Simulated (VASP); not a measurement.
Set up this calculation in VASP 6.6.1, as the native input.

| Quantity | Value |
| --- | --- |
| Task | single point |
| Functional | PBEsol |
| Potentials or basis | VASP PAW PBE potentials, release 64 (Ba_sv, Ti_sv, O) |
| Cutoff | 520 eV |
| k mesh | 7 × 7 × 7 |
| Occupations | fermi-dirac, width 0.03 eV |
| Spin | no spin polarisation |
| Dipole correction | no |
| Further INCAR settings | ALGO = Normal; EDIFF = 1e-06; NBANDS = 28 |

The structure of BaTiO3 lies in POSCAR:

```
BaTiO3
1.0
    3.9864226426      0.0000000000      0.0000000000
    0.0000000000      3.9864226426      0.0000000000
    0.0000000000      0.0000000000      4.0045617725
Ba Ti O
1 1 3
Direct
    0.0000000000      0.0000000000      0.0000000000
    0.5000000000      0.5000000000      0.5000000000
    0.5000000000      0.5000000000      0.0000000000
    0.5000000000      0.0000000000      0.5000000000
    0.0000000000      0.5000000000      0.5000000000
```

This cell differs from its parent crystal: volume scaled by 0.99.

The input as run:

INCAR

```
SYSTEM = BaTiO3
  PREC = Accurate
  ENCUT = 520
  EDIFF = 1E-6
  ISMEAR = -1
  SIGMA = 0.03
  LREAL = .False.
  LASPH = .True.
  NELM = 60
  ALGO = Normal
  ISIF = 2
  LWAVE = .False.
  LCHARG = .True.
  GGA = PS
  LELF = .True.
  LVHAR = .True.
  NBANDS = 28
```

KPOINTS

```
Automatic mesh
0
Gamma
  7 7 7
  0 0 0
```

Potentials or basis: VASP PAW PBE potentials, release 64 (Ba_sv, Ti_sv, O).

Command:

```console
$ cat potpaw_PBE.64/Ba_sv/POTCAR potpaw_PBE.64/Ti_sv/POTCAR potpaw_PBE.64/O/POTCAR > POTCAR
$ mpirun -np 1 vasp_std > vasp.out
```

It gave:

```json
{
 "Pressure": "-1.1 GPa",
 "Band gap on the k mesh": "1.77 eV, indirect (least direct gap 1.85 eV)"
}
```

Caveat: the PAW data sets were made with another functional, which shifts forces and pressure a little; spin-orbit coupling is left out, which moves the levels of the heavy elements.

It took 2.4 min on 1 thread of AMD EPYC 7R13, with other jobs on the host, peak memory 0.19 GiB.
